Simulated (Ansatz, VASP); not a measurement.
**Two plane-wave programs on AlN**

The input INCAR:

```
SYSTEM = AlN
  PREC = Accurate
  ENCUT = 520
  EDIFF = 1E-6
  ISMEAR = -1
  SIGMA = 0.02
  LREAL = .FALSE.
  LASPH = .TRUE.
  NELM = 100
  ALGO = Normal
  ISIF = 2
  LWAVE = .FALSE.
  LCHARG = .FALSE.
  GGA = PE
  NBANDS = 16
```

Contents of KPOINTS:

```
Automatic mesh
0
G
  12 12 6
  0 0 0
```

POSCAR

```
AlN
1.0
    3.1998945732      0.0000000000      0.0000000000
   -1.5999472866      2.6904757183      0.0000000000
    0.0000000000      0.0000000000      4.9785915490
Al N
2 2
Direct
    0.3325828019      0.6651656038     -0.0044598478
    0.6674171981      0.3348343962      0.4955401522
    0.3305932763      0.6611865526      0.3794598478
    0.6694067237      0.3388134474      0.8794598478
```

Input for Ansatz:

```yaml
crystal:
  lattice:
    - [3.1998945732, 0.0, 0.0]
    - [-1.5999472866, 2.6904757183, 0.0]
    - [0.0, 0.0, 4.978591549]
  atoms:
    - { symbol: Al, position: [0.3325828019, 0.6651656038, -0.0044598478] }
    - { symbol: Al, position: [0.6674171981, 0.3348343962, 0.4955401522] }
    - { symbol: "N", position: [0.3305932763, 0.6611865526, 0.3794598478] }
    - { symbol: "N", position: [0.6694067237, 0.3388134474, 0.8794598478] }
kpoints:
  mp_grid: { grid: [12, 12, 6] }
  band_path:
    path:
      - [0.0, 0.0, 0.0]
      - [0.5, 0.0, 0.0]
      - [0.3333333333, 0.3333333333, 0.0]
      - [0.0, 0.0, 0.5]
      - [0.5, 0.0, 0.5]
      - [0.3333333333, 0.3333333333, 0.5]
    npoints: 1
hamiltonian:
  xc: pbe
scf:
  occupations: { method: fermi_dirac, width: 0.02 }
  n_extra_bands: 5
output:
  forces: true
  stress: true
  eigenvalues: true
```

Change from the starting cell: uniaxial_x strain +3.0%.

Alike in both runs: task single point; functional PBE; k mesh 12 × 12 × 6; occupations fermi-dirac, width 0.02 eV; no spin polarisation.

```csv
,VASP,Ansatz
version,VASP 6.6.1,Ansatz 0.2.0
potentials or method,"VASP PAW PBE potentials, release 64 (Al, N)","plane waves, PAW"
plane-wave cutoff (eV),520,420
valence electrons in the cell,16,16
```

```tsv
	VASP	Ansatz	Ansatz less VASP
gap on the k mesh at the Fermi level (eV)	3.91	3.90	-0.009
pressure (GPa)	-1.7	-1.5	+0.26
traceless stress, the component that is largest in VASP (GPa)	-4.97	-4.91	+0.062
rms of the force components (eV/Å)	0.014	0.014	0.0000
```

Atom by atom the forces differ by 0.000 eV/Å (rms over components). The functional is the same, so the differences come from potentials, cutoffs and numerics.
